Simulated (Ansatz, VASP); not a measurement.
**MoS2 in VASP and in Ansatz**

The input POSCAR:

```
MoS2
1.0
    3.1841260822      0.0000000000      0.0000000000
   -1.5920630411      2.7575340760      0.0000000000
    0.0000000000      0.0000000000     17.3345999500
Mo S
1 2
Direct
    0.0000000000      0.0000000000      0.0000000000
    0.3333333333      0.6666666667      0.9105070200
    0.3333333333      0.6666666667      0.0894929800
```

Contents of INCAR.step1:

```
SYSTEM = MoS2
PREC     = Accurate       ! precision mode
ENCUT    = 520            ! plane-wave cutoff, eV
EDIFF    = 1E-5           ! SCF threshold, eV
ISMEAR   = -1             ! smearing method
SIGMA    = 0.05           ! smearing width, eV
LREAL    = .False.        ! projectors in reciprocal space
LASPH    = .True.         ! aspherical terms in the spheres
NELM     = 100            ! most SCF steps
ALGO     = Normal         ! electronic algorithm
ISIF     = 2              ! what is computed and relaxed
LWAVE    = .True.         ! write WAVECAR
LCHARG   = .False.        ! write CHGCAR
GGA      = PE             ! functional
NBANDS   = 20             ! bands
```

File INCAR.step2:

```
SYSTEM = MoS2
PREC     = Accurate       ! precision mode
ENCUT    = 520            ! plane-wave cutoff, eV
EDIFF    = 1E-7           ! SCF threshold, eV
ISMEAR   = -1             ! smearing method
SIGMA    = 0.05           ! smearing width, eV
LREAL    = .False.        ! projectors in reciprocal space
LASPH    = .True.         ! aspherical terms in the spheres
NELM     = 100            ! most SCF steps
ALGO     = Normal         ! electronic algorithm
ISIF     = 2              ! what is computed and relaxed
LWAVE    = .False.        ! write WAVECAR
LCHARG   = .False.        ! write CHGCAR
GGA      = PE             ! functional
LHFCALC  = .True.         ! exact exchange
HFSCREEN = 0.2079         ! screening, 1/A
PRECFOCK = Normal       
ISTART   = 1            
NBANDS   = 20             ! bands
```

File KPOINTS:

```
Automatic mesh
0
Gamma
  5 5 1
  0 0 0
```

Contents of input:

```
crystal:
  lattice:
    - [3.1841260822, 0.0, 0.0]
    - [-1.5920630411, 2.757534076, 0.0]
    - [0.0, 0.0, 17.33459995]
  atoms:
    - { symbol: Mo, position: [0.0, 0.0, 0.0] }
    - { symbol: S, position: [0.3333333333, 0.6666666667, 0.91050702] }
    - { symbol: S, position: [0.3333333333, 0.6666666667, 0.08949298] }
hamiltonian:
  xc: hse06
  pseudopotentials: { kind: paw }
kpoints:
  mp_grid: { grid: [5, 5, 1] }
  band_path:
    path:
      - [[0.0, 0.0, 0.0], [0.5, 0.0, 0.0], [0.3333333333, 0.3333333333, 0.0], [0.0, 0.0, 0.0], [0.0, 0.0, 0.5], [0.5, 0.0, 0.5], [0.3333333333, 0.3333333333, 0.5], [0.0, 0.0, 0.5]]
      - [[0.5, 0.0, 0.5], [0.5, 0.0, 0.0]]
      - [[0.3333333333, 0.3333333333, 0.0], [0.3333333333, 0.3333333333, 0.5]]
    npoints: 4
scf:
  occupations: { method: fermi_dirac, width: 0.05 }
  n_extra_bands: 7
output:
  forces: true
  stress: true
  eigenvalues: true
  fatbands: false
```

Alike in both runs: functional HSE06; k mesh 5 × 5 × 1; occupations fermi-dirac, width 0.05 eV; no spin polarisation.

```csv
,VASP,Ansatz
version,VASP 6.6.1,Ansatz 0.2.0
potentials or method,"VASP PAW PBE potentials, release 64 (Mo_sv, S)",Ansatz PAW
plane-wave cutoff (eV),520,420
valence electrons in the cell,26,26
task,single point,band structure
```

Ansatz gave:

```
gap on the k mesh at the Fermi level (eV) : 2.54
rms of the force components (eV/Å)        : 0.139
```

What did VASP give for the same quantities?

gap on the k mesh at the Fermi level (eV): 2.55; rms of the force components (eV/Å): 0.153.

Atom by atom the forces differ by 0.013 eV/Å (rms over components).

The k mesh is coarse, so the values compare programs but aren't converged.
